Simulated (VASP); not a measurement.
A run of VASP 6.6.1 is set up as follows.

File INCAR:

```
PREC = Accurate ; ENCUT = 520
EDIFF = 1E-7 ; ISMEAR = -1
SIGMA = 0.05 ; LREAL = F
LASPH = T ; NELM = 100
ALGO = Normal ; ISIF = 2
LWAVE = F ; LCHARG = F
GGA = CA ; NBANDS = 24
```

File KPOINTS:

```
regular mesh
0
Gamma
  8 8 6
```

POSCAR

```
HfMoC2
1.0
    3.1262736378      0.0000000000      0.0000000000
    0.0000000000      3.1262736378      0.0000000000
    0.0000000000      0.0000000000      4.3936043497
Hf Mo C
1 1 2
Direct
    0.0000000000      0.0000000000      0.0000000000
    0.5000000000      0.5000000000      0.5000000000
    0.5000000000      0.5000000000      0.0000000000
    0.0000000000      0.0000000000      0.5000000000
```

Potentials or basis: VASP PAW LDA potentials, release 64 (Hf_pv, Mo_sv, C).

The run is started by

```sh
$ cat potpaw_LDA.64/Hf_pv/POTCAR potpaw_LDA.64/Mo_sv/POTCAR potpaw_LDA.64/C/POTCAR > POTCAR
$ mpirun -np 1 vasp_std > vasp.out
```

(1) Predict the pressure.

(2) Estimate the band gap on the k mesh.

Answers

(1) 4.6 GPa.

(2) zero (band 16 reaches 11.33 eV, above the bottom of band 17 at 8.39 eV).

Caveat: spin-orbit coupling is left out, which moves the levels of the heavy elements.
